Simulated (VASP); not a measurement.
# SiO2 (P4_2/mnm) in VASP: further runs

SiO2 is run at these levels: PBE; tasks: single point.

All numbers are computed with VASP 6.6.1; they aren't measurements. Logs are shortened: lines on timing, memory, paths and dates and some standing lists are left out, and cuts for length are marked.

### Step 1. The cell of the first run

Symmetry: P4_2/mnm, No. 136, tetragonal system. The conventional cell has a = 4.227 Å, b = 4.227 Å, c = 2.655 Å, α = 90.00°, β = 90.00°, γ = 90.00°. Within 2.3 Å of Si (site symmetry mmm) lie 6 O at 1.76 to 1.84 Å. O (site symmetry m2m) has 3 Si at 1.76 to 1.84 Å within 2.3 Å.

### Step 2. Single point, PBE (epitaxial xy strain +1.0%)

INCAR reads:

```
SYSTEM = SiO2
ALGO = Normal
EDIFF = 1E-6
ENCUT = 520
GGA = PE
ISIF = 2
ISMEAR = -1
LASPH = .True.
LCHARG = .False.
LREAL = .False.
LWAVE = .False.
NBANDS = 25
NELM = 60
PREC = Accurate
SIGMA = 0.02
```

KPOINTS reads:

```
k-points
0
Gamma
  6 6 10
  0 0 0
```

POSCAR reads:

```
SiO2
1.0
    4.2270406866      0.0000000000      0.0000000000
    0.0000000000      4.2270406866      0.0000000000
    0.0000000000      0.0000000000      2.6554956915
Si O
2 4
Direct
    0.0000000000      0.0000000000      0.0000000000
    0.5000000000      0.5000000000      0.5000000000
    0.3072470246      0.3072470246      0.0000000000
    0.1927529754      0.8072470246      0.5000000000
    0.8072470246      0.1927529754      0.5000000000
    0.6927529754      0.6927529754      0.0000000000
```

Potentials or basis: VASP PAW PBE potentials, release 64 (Si, O).

On the command line:

```sh
$ cat potpaw_PBE.64/Si/POTCAR potpaw_PBE.64/O/POTCAR > POTCAR
$ mpirun -np 1 vasp_std > vasp.out
```

OUTCAR:

```text
SYSTEM = SiO2
   EDIFF = 1E-6
   ENCUT = 520
   GGA = PE
   ISIF = 2
   ISMEAR = -1
   LASPH = .True.
   LREAL = .False.
   NELM = 60
   PREC = Accurate

 ion  position               nearest neighbor table
   1  0.000  0.000  0.000-   4 1.76   5 1.76   4 1.76   5 1.76   3 1.84   6 1.84
   2  0.500  0.500  0.500-   3 1.76   6 1.76   3 1.76   6 1.76   5 1.84   4 1.84
   3  0.307  0.307  0.000-   2 1.76   2 1.76   1 1.84
   4  0.193  0.807  0.500-   1 1.76   1 1.76   2 1.84
   5  0.807  0.193  0.500-   1 1.76   1 1.76   2 1.84
   6  0.693  0.693  0.000-   2 1.76   2 1.76   1 1.84

  LATTYP: Found a simple tetragonal cell.
 ALAT       =     4.2270406866
 C/A-ratio  =     0.6282162601

  Lattice vectors:

 A1 = (   4.2270406866,   0.0000000000,   0.0000000000)
 A2 = (   0.0000000000,   4.2270406866,   0.0000000000)
 A3 = (   0.0000000000,   0.0000000000,   2.6554956915)

Analysis of symmetry for initial positions (statically):
=====================================================================
 Subroutine PRICEL returns:
 Original cell was already a primitive cell.

 Routine SETGRP: Setting up the symmetry group for a
 simple tetragonal supercell.

 Subroutine GETGRP returns: Found 16 space group operations
 (whereof  8 operations were pure point group operations)
 out of a pool of 16 trial point group operations.

The static configuration has the point symmetry D_2h.
 The point group associated with its full space group is D_4h.

Analysis of symmetry for dynamics (positions and initial velocities):
=====================================================================
 Subroutine PRICEL returns:
 Original cell was already a primitive cell.

 Routine SETGRP: Setting up the symmetry group for a
 simple tetragonal supercell.

 Subroutine GETGRP returns: Found 16 space group operations
 (whereof  8 operations were pure point group operations)
 out of a pool of 16 trial point group operations.

The dynamic configuration has the point symmetry D_2h.
 The point group associated with its full space group is D_4h.

 Subroutine INISYM returns: Found 16 space group operations
 (whereof  8 operations are pure point group operations),
 and found     1 'primitive' translations

----------------------------------------------------------------------------------------

                                     Primitive cell

  volume of cell :      47.4481

  direct lattice vectors                    reciprocal lattice vectors
[... 97 lines left out ...]
   EDIFFG = 0.1E-04   stopping-criterion for IOM
   NSW    =      0    number of steps for IOM
   IBRION =     -1    ionic relax: 0-MD 1-quasi-New 2-CG
   NFREE  =      0    steps in history (QN), initial steepest desc. (CG)
   ISIF   =      2    stress and relaxation
   ISYM   =      2    0-nonsym 1-usesym 2-fastsym
   POTIM  = 0.5000    time-step for ionic-motion
   TEBEG  =    0.0;   TEEND  =   0.0 temperature during run
   PSTRESS=    0.0 pullay stress
   NELECT =      32.0000    total number of electrons
   NUPDOWN=      -1.0000    fix difference up-down
   EMIN   =  10.00;   EMAX   =-10.00  energy-range for DOS
   EFERMI =   0.00;   METHOD = LEGACY
   ISMEAR =    -1;   SIGMA  =   0.02  broadening in eV -4-tet -1-fermi 0-gaus
   EFERMI_NEDOS =   21; number of points for ismear=-14 and -15
   IALGO  =     38    algorithm
   IMIX   =      4    mixing-type and parameters
     AMIX     =   0.40;   BMIX     =  1.00
     AMIX_MAG =   1.60;   BMIX_MAG =  1.00
  volume/ion in A,a.u.               =       7.91        53.37
  Fermi-wavevector in a.u.,A,eV,Ry     =   1.435661  2.713007 28.043287  2.061123
  Thomas-Fermi vector in A             =   2.554935
   LORBIT       =      0    0 simple, 1 ext, 2 COOP (PROOUT), +10 PAW based schemes
   GGA     = PE    functional components
   LHFCALC =     F    Hartree Fock is set to
   AEXX    =    0.0000 exact exchange contribution
   IVDW    =     0    specifies the selected vdW correction
   LEPSILON=     F    determine dielectric tensor
   LRPA    =     F    only Hartree local field effects (RPA)
 non-spin polarized calculation
  energy-cutoff  :      520.00
  volume of cell :       47.45
 maximum number of plane-waves:      1298
 NGX is ok and might be reduce to    32
   NGX = 15   NGY = 15   NGZ =  9

 number of electron      31.9999994 magnetization

 Free energy of the ion-electron system (eV)
  ---------------------------------------------------
  ext. energy  EPLUGINS =         0.00000000
  ---------------------------------------------------
  free energy    TOTEN  =       -46.29026325 eV

  energy without entropy =      -46.29026325  energy(sigma->0) =      -46.29026325

 E-fermi :   8.4343     XC(G=0): -12.1636

 val. band max:        7.9407000112   @ k =   0.0000   0.0000   0.0000
 cond. band min:      13.3239596600   @ k =   0.0000   0.0000   0.0000
 fundamental gap:      5.3832596488
 Fermi energy:         8.4343409110

 k-point     1 :       0.0000    0.0000    0.0000
  band No.  band energies     occupation
      1     -14.4526      2.00000
      2     -10.9220      2.00000
      3     -10.9220      2.00000
      4     -10.7976      2.00000
      5      -2.7406      2.00000
      6       1.5744      2.00000
[... 661 lines left out ...]
     24      20.6276      0.00000
     25      21.9976      0.00000

 [... further k-points ...]

------------------------ aborting loop because EDIFF is reached ----------------------------------------

  FORCE on cell =-STRESS in cart. coord.  units (eV):
  Direction    XX          YY          ZZ          XY          YZ          ZX
  --------------------------------------------------------------------------------------
  -------------------------------------------------------------------------------------
  Total        1.1807783      1.1807783      3.2286917     -0.0000000      0.0000000      0.0000000
  in kB       39.8713079     39.8713079    109.0231439     -0.0000000      0.0000000      0.0000000
  external PRESSURE =      62.9219199 kB  Pullay stress =       0.0000000 kB

 VOLUME and BASIS-vectors are now :
 -----------------------------------------------------------------------------
  energy-cutoff  :      520.00
  volume of cell :       47.45
      direct lattice vectors                 reciprocal lattice vectors
     4.227040687  0.000000000  0.000000000     0.236572126  0.000000000  0.000000000
     0.000000000  4.227040687  0.000000000     0.000000000  0.236572126  0.000000000
     0.000000000  0.000000000  2.655495692     0.000000000  0.000000000  0.376577527

 POSITION                                       TOTAL-FORCE (eV/Angst)
 -----------------------------------------------------------------------------------
      0.00000      0.00000      0.00000         0.000000     -0.000000      0.000000
      2.11352      2.11352      1.32775         0.000000     -0.000000      0.000000
      1.29875      1.29875      0.00000        -0.087676     -0.087676      0.000000
      0.81477      3.41227      1.32775         0.087676     -0.087676      0.000000
      3.41227      0.81477      1.32775        -0.087676      0.087676      0.000000
      2.92830      2.92830      0.00000         0.087676      0.087676      0.000000
 -----------------------------------------------------------------------------------
    total drift:                                0.000000     -0.000000      0.000000

  FREE ENERGIE OF THE ION-ELECTRON SYSTEM (eV)
  ---------------------------------------------------
  free  energy   TOTEN  =       -46.2902632454 eV

  energy  without entropy=      -46.2902632454  energy(sigma->0) =      -46.29026325
```

Run time: 24 s. Hardware: 1 thread of Intel Xeon Platinum 8559C (Emerald Rapids), shared host; peak memory 0.18 GiB.

Results:

| Property | Result |
| --- | --- |
| Free energy | -46.2903 eV |
| Pressure | 6.3 GPa |
| Largest force | 0.124 eV/Å |
| Band gap on the k mesh | 5.38 eV, direct |

Forces in eV/Å, atoms in the order of the input:
```
Si   0.000  0.000  0.000
Si   0.000  0.000  0.000
O   -0.088 -0.088  0.000
O    0.088 -0.088  0.000
O   -0.088  0.088  0.000
O    0.088  0.088  0.000
```

Stress tensor (GPa, compression positive):
```
 3.99  0.00  0.00
 0.00  3.99  0.00
 0.00  0.00 10.90
```

Levels at points of the mesh, in eV from the valence-band top:
```csv
k point,band 13,band 14,band 15,band 16,band 17,band 18,band 19,band 20
"(0.00, 0.00, 0.00)",-2.48,-0.86,-0.86,0.00,5.38,6.85,8.60,8.60
"(0.50, 0.00, 0.00)",-2.61,-2.61,-1.07,-1.07,7.63,7.63,9.17,9.17
"(0.50, 0.50, 0.00)",-2.53,-2.53,-2.25,-2.25,7.32,7.32,10.07,10.07
"(0.00, 0.00, 0.50)",-2.90,-2.90,-2.63,-2.63,8.86,8.86,12.28,12.28
"(0.50, 0.00, 0.50)",-2.26,-2.26,-1.70,-1.70,8.62,8.62,9.54,9.54
"(0.50, 0.50, 0.50)",-1.79,-1.79,-1.50,-1.50,7.01,7.01,10.77,10.77
```

Caveat: the cell differs from its parent crystal (epitaxial xy strain +1.0%). A k mesh can miss the band edges.

### Step 3. Single point, PBE (epitaxial xy strain +2.0%)

INCAR reads:

```
PREC     = Accurate       # precision mode
ENCUT    = 520            # plane-wave cutoff, eV
EDIFF    = 1E-6           # SCF threshold, eV
ISMEAR   = -1             # smearing method
SIGMA    = 0.02           # smearing width, eV
LREAL    = False          # projectors in reciprocal space
LASPH    = True           # aspherical terms in the spheres
NELM     = 100            # most SCF steps
ALGO     = Normal         # electronic algorithm
ISIF     = 2              # what is computed and relaxed
LWAVE    = False          # write WAVECAR
LCHARG   = True           # write CHGCAR
GGA      = PE             # functional
LELF     = True           # ELF
LVHAR    = True         
NBANDS   = 25             # bands
```

KPOINTS reads:

```
Automatic mesh
0
Gamma
  6 6 10
```

POSCAR reads:

```
SiO2
1.0
    4.2688925746      0.0000000000      0.0000000000
    0.0000000000      4.2688925746      0.0000000000
    0.0000000000      0.0000000000      2.6433225670
Si O
2 4
Direct
    0.0000000000      0.0000000000      0.0000000000
    0.5000000000      0.5000000000      0.5000000000
    0.3085227988      0.3085227988      0.0000000000
    0.1914772012      0.8085227988      0.5000000000
    0.8085227988      0.1914772012      0.5000000000
    0.6914772012      0.6914772012      0.0000000000
```

Potentials or basis: VASP PAW PBE potentials, release 64 (Si, O).

On the command line:

```sh
$ cat potpaw_PBE.64/Si/POTCAR potpaw_PBE.64/O/POTCAR > POTCAR
$ mpirun -np 1 vasp_std > vasp.out
```

Run time: 24 s. Hardware: 1 thread of Intel Xeon Platinum 8559C (Emerald Rapids), shared host; peak memory 0.17 GiB.

It converged, with:

| Item | Value |
| --- | --- |
| Free energy | -46.2829 eV |
| Pressure | 3.3 GPa |
| Largest force | 0.143 eV/Å |
| Band gap on the k mesh | 5.24 eV, direct |

Forces on the atoms (eV/Å):
```
Si   0.000  0.000  0.000
Si   0.000  0.000  0.000
O   -0.101 -0.101  0.000
O    0.101 -0.101  0.000
O   -0.101  0.101  0.000
O    0.101  0.101  0.000
```

Stress tensor (GPa, compression positive):
```
-0.47  0.00  0.00
 0.00 -0.47  0.00
 0.00  0.00 10.72
```

Levels at points of the mesh, in eV from the valence-band top:
| k point | band 13 | band 14 | band 15 | band 16 | band 17 | band 18 | band 19 | band 20 |
| --- | --- | --- | --- | --- | --- | --- | --- | --- |
| (0.00, 0.00, 0.00) | -2.44 | -0.84 | -0.84 | 0.00 | 5.24 | 6.99 | 8.70 | 8.70 |
| (0.50, 0.00, 0.00) | -2.52 | -2.52 | -1.08 | -1.08 | 7.55 | 7.55 | 9.28 | 9.28 |
| (0.50, 0.50, 0.00) | -2.39 | -2.39 | -2.22 | -2.22 | 7.25 | 7.25 | 10.09 | 10.09 |
| (0.00, 0.00, 0.50) | -2.75 | -2.75 | -2.57 | -2.57 | 8.68 | 8.68 | 11.88 | 11.88 |
| (0.50, 0.00, 0.50) | -2.24 | -2.24 | -1.65 | -1.65 | 8.51 | 8.51 | 9.28 | 9.28 |
| (0.50, 0.50, 0.50) | -1.81 | -1.81 | -1.44 | -1.44 | 6.91 | 6.91 | 10.55 | 10.55 |

Caveat: the cell differs from its parent crystal (epitaxial xy strain +2.0%).

### Step 4. Single point, PBE (epitaxial xy strain +3.0%)

INCAR reads:

```
ALGO = Normal
EDIFF = 1E-7
ENCUT = 520
GGA = PE
ISIF = 2
ISMEAR = -1
LASPH = True
LCHARG = False
LREAL = False
LWAVE = False
NBANDS = 25
NELM = 80
PREC = Accurate
SIGMA = 0.02
```

KPOINTS reads:

```
k-points
0
Gamma
  6 6 10
```

POSCAR reads:

```
SiO2
1.0
    4.3107444626      0.0000000000      0.0000000000
    0.0000000000      4.3107444626      0.0000000000
    0.0000000000      0.0000000000      2.6318110664
Si O
2 4
Direct
    0.0000000000      0.0000000000      0.0000000000
    0.5000000000      0.5000000000      0.5000000000
    0.3099557583      0.3099557583      0.0000000000
    0.1900442417      0.8099557583      0.5000000000
    0.8099557583      0.1900442417      0.5000000000
    0.6900442417      0.6900442417      0.0000000000
```

On the command line:

```sh
$ cat potpaw_PBE.64/Si/POTCAR potpaw_PBE.64/O/POTCAR > POTCAR
$ mpirun -np 1 vasp_std > vasp.out
```

Run time: 25 s. Hardware: 1 thread of Intel Xeon Platinum 8559C (Emerald Rapids), shared host; peak memory 0.18 GiB.

Results (log left out):

- Free energy: -46.2510 eV
- Pressure: 0.7 GPa
- Largest force: 0.165 eV/Å
- Band gap on the k mesh: 5.11 eV, direct

Forces on the atoms (eV/Å):
```
Si   0.000  0.000  0.000
Si   0.000  0.000  0.000
O   -0.116 -0.116  0.000
O    0.116 -0.116  0.000
O   -0.116  0.116  0.000
O    0.116  0.116  0.000
```

Stress tensor (GPa, compression positive):
```
-4.18  0.00  0.00
 0.00 -4.18  0.00
 0.00  0.00 10.60
```

Levels at points of the mesh, in eV from the valence-band top:
```tsv
k point	band 13	band 14	band 15	band 16	band 17	band 18	band 19	band 20
(0.00, 0.00, 0.00)	-2.39	-0.82	-0.82	0.00	5.11	7.13	8.80	8.80
(0.50, 0.00, 0.00)	-2.44	-2.44	-1.08	-1.08	7.47	7.47	9.39	9.39
(0.50, 0.50, 0.00)	-2.25	-2.25	-2.18	-2.18	7.18	7.18	10.11	10.11
(0.00, 0.00, 0.50)	-2.60	-2.60	-2.52	-2.52	8.53	8.53	11.49	11.49
(0.50, 0.00, 0.50)	-2.20	-2.20	-1.58	-1.58	8.41	8.41	9.03	9.03
(0.50, 0.50, 0.50)	-1.82	-1.82	-1.38	-1.38	6.84	6.84	10.32	10.32
```

Caveat: the cell differs from its parent crystal (epitaxial xy strain +3.0%). A k mesh can miss the band edges.

### Step 5. The runs side by side

| cell | gap on the mesh (eV) | pressure (GPa) | largest force (eV/Å) |
| --- | --- | --- | --- |
| a = 4.227, b = 4.227, c = 2.655 Å, 6 atoms | 5.38 | 6.3 | 0.12 |
| a = 4.269, b = 4.269, c = 2.643 Å, 6 atoms | 5.24 | 3.3 | 0.14 |
| a = 4.311, b = 4.311, c = 2.632 Å, 6 atoms | 5.11 | 0.7 | 0.16 |

Alike in all rows: task single point; level PBE; potentials or basis VASP PAW PBE potentials, release 64 (Si, O); no spin polarisation; k mesh 6 × 6 × 10; cutoff (eV) 520; smearing fermi-dirac 0.02 eV.

Total energies depend on the potentials used, so only differences within one code and one set of settings carry meaning.
